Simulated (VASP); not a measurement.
# K4Sn in VASP: settings compared, part 2 of 2

VASP 6.6.1. Earlier steps stand in the parts before.

### Step 4. Single point, PBEsol

This run uses another cell than the first one, of 60.78 Å³/atom.

Contents of INCAR:

```
SYSTEM = K4Sn
  PREC = Accurate
  ENCUT = 520
  EDIFF = 1E-6
  ISMEAR = 0
  SIGMA = 0.1
  LREAL = .FALSE.
  LASPH = .TRUE.
  NELM = 60
  ALGO = Fast
  ISIF = 2
  LWAVE = .FALSE.
  LCHARG = .FALSE.
  GGA = PS
  NBANDS = 33
```

Contents of KPOINTS:

```
Automatic mesh
0
G
  6 6 6
  0 0 0
```

Contents of POSCAR:

```
K4Sn
1.0
   -4.2353906192      4.2353906192      4.2353906192
    4.2353906192     -4.2353906192      4.2353906192
    4.2353906192      4.2353906192     -4.2353906192
K Sn
4 1
Direct
    0.5000000000      0.5000000000      0.5000000000
    0.5000000000      0.0000000000      0.0000000000
    0.0000000000      0.0000000000      0.5000000000
    0.0000000000      0.5000000000      0.0000000000
    0.0000000000      0.0000000000      0.0000000000
```

Potentials or basis: VASP PAW PBE potentials, release 64 (K_sv, Sn_d).

Run with:

```
> cat potpaw_PBE.64/K_sv/POTCAR potpaw_PBE.64/Sn_d/POTCAR > POTCAR
> mpirun -np 1 vasp_std > vasp.out
```

OUTCAR:

```text
SYSTEM = K4Sn
   PREC = Accurate
   ENCUT = 520
   EDIFF = 1E-6
   ISMEAR = 0
   LREAL = .FALSE.
   LASPH = .TRUE.
   NELM = 60
   ISIF = 2
   GGA = PS

 ion  position               nearest neighbor table
   1  0.500  0.500  0.500-   5 3.67   5 3.67
   2  0.500  0.000  0.000-   5 3.67   5 3.67
   3  0.000  0.000  0.500-   5 3.67   5 3.67
   4  0.000  0.500  0.000-   5 3.67   5 3.67
   5  0.000  0.000  0.000-   1 3.67   2 3.67   3 3.67   4 3.67   3 3.67   4 3.67   2 3.67   1 3.67

  LATTYP: Found a body centered cubic cell.
 ALAT       =     8.4707812384

  Lattice vectors:

 A1 = (  -4.2353906192,   4.2353906192,   4.2353906192)
 A2 = (   4.2353906192,  -4.2353906192,   4.2353906192)
 A3 = (   4.2353906192,   4.2353906192,  -4.2353906192)

Analysis of symmetry for initial positions (statically):
=====================================================================
 Subroutine PRICEL returns:
 Original cell was already a primitive cell.

 Routine SETGRP: Setting up the symmetry group for a
 body centered cubic supercell.

 Subroutine GETGRP returns: Found 48 space group operations
 (whereof 48 operations were pure point group operations)
 out of a pool of 48 trial point group operations.

The static configuration has the point symmetry O_h .

Analysis of symmetry for dynamics (positions and initial velocities):
=====================================================================
 Subroutine PRICEL returns:
 Original cell was already a primitive cell.

 Routine SETGRP: Setting up the symmetry group for a
 body centered cubic supercell.

 Subroutine GETGRP returns: Found 48 space group operations
 (whereof 48 operations were pure point group operations)
 out of a pool of 48 trial point group operations.

The dynamic configuration has the point symmetry O_h .

 Subroutine INISYM returns: Found 48 space group operations
 (whereof 48 operations are pure point group operations),
 and found     1 'primitive' translations

----------------------------------------------------------------------------------------

                                     Primitive cell

  volume of cell :     303.9068

  direct lattice vectors                    reciprocal lattice vectors
    -4.235390619  4.235390619  4.235390619     0.000000000  0.118052866  0.118052866
     4.235390619 -4.235390619  4.235390619     0.118052866  0.000000000  0.118052866
     4.235390619  4.235390619 -4.235390619     0.118052866  0.118052866  0.000000000

  length of vectors
     7.335911742  7.335911742  7.335911742     0.166951964  0.166951964  0.166951964

  position of ions in fractional coordinates (direct lattice)
     0.500000000  0.500000000  0.500000000
     0.500000000  0.000000000  0.000000000
     0.000000000  0.000000000  0.500000000
     0.000000000  0.500000000  0.000000000
     0.000000000  0.000000000  0.000000000

  ion indices of the primitive-cell ions
   primitive index   ion index
[... 22 lines left out ...]
     0.027825327  0.027825327  0.027825327

  Shift w.r.t. Gamma in fractional coordinates (k-lattice)
     0.000000000  0.000000000  0.000000000

 Subroutine IBZKPT returns following result:
 ===========================================

 Found     16 irreducible k-points:

 Following reciprocal coordinates:
            Coordinates               Weight
  0.000000  0.000000  0.000000      1.000000
  0.166667  0.000000  0.000000     12.000000
  0.333333  0.000000  0.000000     12.000000
  0.500000  0.000000  0.000000      6.000000
  0.166667  0.166667  0.000000     24.000000
  0.333333  0.166667  0.000000     48.000000
[... 8 lines left out ...]
  0.500000  0.500000  0.333333     12.000000
  0.500000  0.500000  0.500000      1.000000
   k-points           NKPTS =     16   k-points in BZ     NKDIM =     16   number of bands    NBANDS=     33
   number of dos      NEDOS =    301   number of ions     NIONS =      5
   total plane-waves  NPLWV = 175616
   dimension x,y,z NGX =    56 NGY =   56 NGZ =   56
   dimension x,y,z NGXF=   112 NGYF=  112 NGZF=  112
   ions per type =               4   1
   NGX,Y,Z   is equivalent  to a cutoff of  12.69, 12.69, 12.69 a.u.
   NGXF,Y,Z  is equivalent  to a cutoff of  25.38, 25.38, 25.38 a.u.
 SYSTEM =  K4Sn
   PREC   = accura    normal or accurate (medium, high low for compatibility)
   ISTART =      0    job   : 0-new  1-cont  2-samecut
   ICHARG =      2    charge: 1-file 2-atom 10-const
   ISPIN  =      1    spin polarized calculation?
   LNONCOLLINEAR =      F non collinear calculations
   LSORBIT =      F    spin-orbit coupling
   LASPH  =      T    aspherical Exc in radial PAW
   ENCUT  =  520.0 eV  38.22 Ry    6.18 a.u.  13.64 13.64 13.64*2*pi/ulx,y,z
   NELM   =     60;   NELMIN=  2; NELMDL= -5     # of ELM steps
   EDIFF  = 0.1E-05   stopping-criterion for ELM
   LREAL  =      F    real-space projection
   EDIFFG = 0.1E-04   stopping-criterion for IOM
   NSW    =      0    number of steps for IOM
   IBRION =     -1    ionic relax: 0-MD 1-quasi-New 2-CG
   NFREE  =      0    steps in history (QN), initial steepest desc. (CG)
   ISIF   =      2    stress and relaxation
   ISYM   =      2    0-nonsym 1-usesym 2-fastsym
   POTIM  = 0.5000    time-step for ionic-motion
   TEBEG  =    0.0;   TEEND  =   0.0 temperature during run
   PSTRESS=    0.0 pullay stress
   NELECT =      50.0000    total number of electrons
   NUPDOWN=      -1.0000    fix difference up-down
   EMIN   =  10.00;   EMAX   =-10.00  energy-range for DOS
   EFERMI =   0.00;   METHOD = LEGACY
   ISMEAR =     0;   SIGMA  =   0.10  broadening in eV -4-tet -1-fermi 0-gaus
   EFERMI_NEDOS =   21; number of points for ismear=-14 and -15
   IALGO  =     68    algorithm
   IMIX   =      4    mixing-type and parameters
     AMIX     =   0.40;   BMIX     =  1.00
     AMIX_MAG =   1.60;   BMIX_MAG =  1.00
  volume/ion in A,a.u.               =      60.78       410.17
  Fermi-wavevector in a.u.,A,eV,Ry     =   0.897053  1.695184 10.948660  0.804704
  Thomas-Fermi vector in A             =   2.019589
   LORBIT       =      0    0 simple, 1 ext, 2 COOP (PROOUT), +10 PAW based schemes
   GGA     = PS    functional components
   LHFCALC =     F    Hartree Fock is set to
   AEXX    =    0.0000 exact exchange contribution
   IVDW    =     0    specifies the selected vdW correction
   LEPSILON=     F    determine dielectric tensor
   LRPA    =     F    only Hartree local field effects (RPA)
 non-spin polarized calculation
 RMM-DIIS sequential band-by-band and
 Gauss-broadening in eV      SIGMA  =   0.10
  energy-cutoff  :      520.00
  volume of cell :      303.91
 maximum number of plane-waves:      8247
 NGX is ok and might be reduce to    56
   NGX = 27   NGY = 27   NGZ = 27

 number of electron      50.0000002 magnetization

 Free energy of the ion-electron system (eV)
  ---------------------------------------------------
  ext. energy  EPLUGINS =         0.00000000
  ---------------------------------------------------
  free energy    TOTEN  =        -8.89679949 eV

  energy without entropy =       -8.88774468  energy(sigma->0) =       -8.89227209

 E-fermi :   0.3379     XC(G=0):  -6.1528

 val. band max:        0.2917692960   @ k =   0.1667   0.0000   0.0000
 cond. band min:       0.3570223076   @ k =   0.0000   0.0000   0.0000
 fundamental gap:      0.0652530115
 Fermi energy:         0.3379362268

 k-point     1 :       0.0000    0.0000    0.0000
  band No.  band energies     occupation
      1     -31.2414      2.00000
      2     -31.2305      2.00000
      3     -31.2305      2.00000
      4     -31.2305      2.00000
      5     -20.0810      2.00000
      6     -20.0810      2.00000
[... 565 lines left out ...]
     32       4.2513      0.00000
     33       4.6975      0.00000

------------------------ aborting loop because EDIFF is reached ----------------------------------------

  FORCE on cell =-STRESS in cart. coord.  units (eV):
  Direction    XX          YY          ZZ          XY          YZ          ZX
  --------------------------------------------------------------------------------------
  -------------------------------------------------------------------------------------
  Total       -0.6369815     -0.6369815     -0.6369815     -0.0000000      0.0000000     -0.0000000
  in kB       -3.3581260     -3.3581260     -3.3581260     -0.0000000      0.0000000     -0.0000000
  external PRESSURE =      -3.3581260 kB  Pullay stress =       0.0000000 kB

 VOLUME and BASIS-vectors are now :
 -----------------------------------------------------------------------------
  energy-cutoff  :      520.00
  volume of cell :      303.91
      direct lattice vectors                 reciprocal lattice vectors
    -4.235390619  4.235390619  4.235390619     0.000000000  0.118052866  0.118052866
     4.235390619 -4.235390619  4.235390619     0.118052866  0.000000000  0.118052866
     4.235390619  4.235390619 -4.235390619     0.118052866  0.118052866  0.000000000

 POSITION                                       TOTAL-FORCE (eV/Angst)
 -----------------------------------------------------------------------------------
      2.11770      2.11770      2.11770         0.000000     -0.000000      0.000000
     -2.11770      2.11770      2.11770        -0.000000      0.000000      0.000000
      2.11770      2.11770     -2.11770        -0.000000      0.000000     -0.000000
      2.11770     -2.11770      2.11770         0.000000     -0.000000      0.000000
      0.00000      0.00000      0.00000         0.000000     -0.000000      0.000000
 -----------------------------------------------------------------------------------
    total drift:                                0.000000      0.000000     -0.000000

  FREE ENERGIE OF THE ION-ELECTRON SYSTEM (eV)
  ---------------------------------------------------
  free  energy   TOTEN  =        -8.8967994912 eV

  energy  without entropy=       -8.8877446802  energy(sigma->0) =       -8.89227209
```

OSZICAR:

```text
N       E                     dE             d eps       ncg     rms          rms(c)
DAV:   1     0.424147475412E+03    0.42415E+03   -0.22107E+04  1064   0.133E+03
DAV:   2     0.327321985220E+02   -0.39142E+03   -0.38044E+03  1088   0.385E+02
DAV:   3    -0.882866888824E+01   -0.41561E+02   -0.41083E+02  1536   0.119E+02
[... 14 lines left out ...]
RMM:  18    -0.889679174510E+01   -0.51932E-05   -0.47029E-05  1462   0.199E-02    0.469E-03
RMM:  19    -0.889679503683E+01   -0.32917E-05   -0.30605E-05  1414   0.164E-02    0.279E-03
RMM:  20    -0.889679739562E+01   -0.23588E-05   -0.18460E-05  1288   0.128E-02    0.192E-03
RMM:  21    -0.889679857039E+01   -0.11748E-05   -0.12650E-05  1217   0.110E-02    0.901E-04
RMM:  22    -0.889679949125E+01   -0.92086E-06   -0.78336E-06  1140   0.823E-03
   1 F= -.88967995E+01 E0= -.88922721E+01  d E =-.905481E-02
```

stdout:

```text
POSCAR found type information on POSCAR K Sn
 POSCAR found :  2 types and       5 ions
 scaLAPACK will be used
 -----------------------------------------------------------------------------
|                                                                             |
|                                                                             |
|     You enforced a specific xc type in the INCAR file but a different       |
|     I HOPE YOU KNOW WHAT YOU ARE DOING!                                     |
|                                                                             |
 -----------------------------------------------------------------------------

 LDA part: xc-table for (Slater+PW92), standard interpolation
 POSCAR, INCAR and KPOINTS ok, starting setup
 FFT: planning ... GRIDC
 FFT: planning ... GRID_SOFT
 FFT: planning ... GRID
 WAVECAR not read
 entering main loop
```

It took 3 min on 1 thread of Intel Xeon 6975P-C (Granite Rapids), shared host; peak memory 0.48 GiB.

Results:

| Quantity | Value |
| --- | --- |
| Free energy | -8.8968 eV |
| Pressure | -0.3 GPa |
| Band gap on the k mesh | zero (filled and empty bands touch) |

Caveat: the PAW data sets were made with another functional, which shifts forces and pressure a little; spin-orbit coupling is left out, which moves the levels of the heavy elements.

### Step 5. Relaxation of cell and atoms, PBE

Contents of INCAR:

```
ALGO = Fast ; EDIFF = 1E-6
EDIFFG = -0.01 ; ENCUT = 600
GGA = PE ; IBRION = 2
ISIF = 3 ; ISMEAR = 0
LASPH = T ; LCHARG = F
LREAL = F ; LWAVE = F
NELM = 60 ; NSW = 100
PREC = Accurate ; SIGMA = 0.1
```

Contents of KPOINTS:

```
k-points
0
Gamma
  6 6 6
```

POSCAR: that of step 4 with these lines changed.

```diff
@@ -2,5 +2,5 @@
 1.0
-   -4.2353906192      4.2353906192      4.2353906192
-    4.2353906192     -4.2353906192      4.2353906192
-    4.2353906192      4.2353906192     -4.2353906192
+   -4.1879790594      4.1879790594      4.1879790594
+    4.1879790594     -4.1879790594      4.1879790594
+    4.1879790594      4.1879790594     -4.1879790594
 K Sn
```

Run with:

```
> cat potpaw_PBE.64/K_sv/POTCAR potpaw_PBE.64/Sn_d/POTCAR > POTCAR
> mpirun -np 1 vasp_std > vasp.out
```

Run time: 7.6 min. Hardware: 1 thread of Intel Xeon 6975P-C (Granite Rapids), shared host; peak memory 0.61 GiB.

Results (log left out):

```
Free energy                           : -8.2217 eV
Relaxed volume                        : 60.83 Å³/atom
Relaxed cell                          : a = 7.338 Å, b = 7.338 Å, c = 7.338 Å, α = 109.47°, β = 109.47°, γ = 109.47°
Space group after relaxing (to 0.1 Å) : Im-3m (No. 229)
Energy gained by relaxing             : 1.6 meV/atom
Ionic steps                           : 3
Pressure after relaxing               : 0.0 GPa
Band gap on the k mesh                : zero (filled and empty bands touch)
```

Step by step:
```csv
step,energy change (eV),largest force (eV/Å),pressure (GPa),volume (Å³)
1,0.0000,0.0000,0.26,293.81
2,-0.0052,0.0000,0.15,297.84
3,-0.0082,0.0000,0.01,304.17
```

Final structure:
```cif
data_structure
_symmetry_space_group_name_H-M 'P 1'
_symmetry_Int_Tables_number 1
_cell_length_a 7.3381
_cell_length_b 7.3381
_cell_length_c 7.3381
_cell_angle_alpha 109.471
_cell_angle_beta 109.471
_cell_angle_gamma 109.471
_cell_volume 304.17
loop_
_atom_site_label
_atom_site_type_symbol
_atom_site_fract_x
_atom_site_fract_y
_atom_site_fract_z
_atom_site_occupancy
K1 K 0.50000 0.50000 0.50000 1
K2 K 0.50000 0.00000 0.00000 1
K3 K 0.00000 0.00000 0.50000 1
K4 K 0.00000 0.50000 0.00000 1
Sn1 Sn 0.00000 0.00000 0.00000 1
```

Levels at points of the mesh, in eV from the Fermi level:
```csv
k point,band 22,band 23,band 24,band 25,band 26,band 27,band 28,band 29
"(0.00, 0.00, 0.00)",-6.16,-1.00,0.02,0.02,0.02,1.36,1.36,2.37
"(0.50, 0.00, 0.00)",-6.04,-1.31,-0.43,-0.20,0.11,1.13,1.49,1.81
"(0.50, 0.50, 0.50)",-5.92,-0.94,-0.94,-0.94,0.47,0.47,1.70,1.70
```

Caveat: spin-orbit coupling is left out, which moves the levels of the heavy elements.

### Step 6. The runs side by side

```tsv
task	level	cell	k mesh	cutoff (eV)	gap on the mesh (eV)	pressure (GPa)
single point	PBE	a = 7.254 Å, angles 109.5°, 5 atoms, atomic positions A	4 × 4 × 4	520	none	0.2
single point	PBE	a = 7.336 Å, angles 109.5°, 5 atoms, atomic positions B	6 × 6 × 6	520	none	0.0
single point	PBEsol	a = 7.336 Å, angles 109.5°, 5 atoms, atomic positions B	6 × 6 × 6	520	none	-0.3
relaxation of cell and atoms	PBE	relaxed from a = 7.254 Å, angles 109.5°, 5 atoms, atomic positions B	6 × 6 × 6	600	none	0.0
```

Alike in all rows: potentials or basis VASP PAW PBE potentials, release 64 (K_sv, Sn_d); no spin polarisation; smearing gaussian 0.1 eV.

Caveats: spin-orbit coupling is left out, which moves the levels of the heavy elements; the PAW data sets were made with another functional, which shifts forces and pressure a little (at least some runs).

Absolute energies hang on the potentials; compare differences alone.
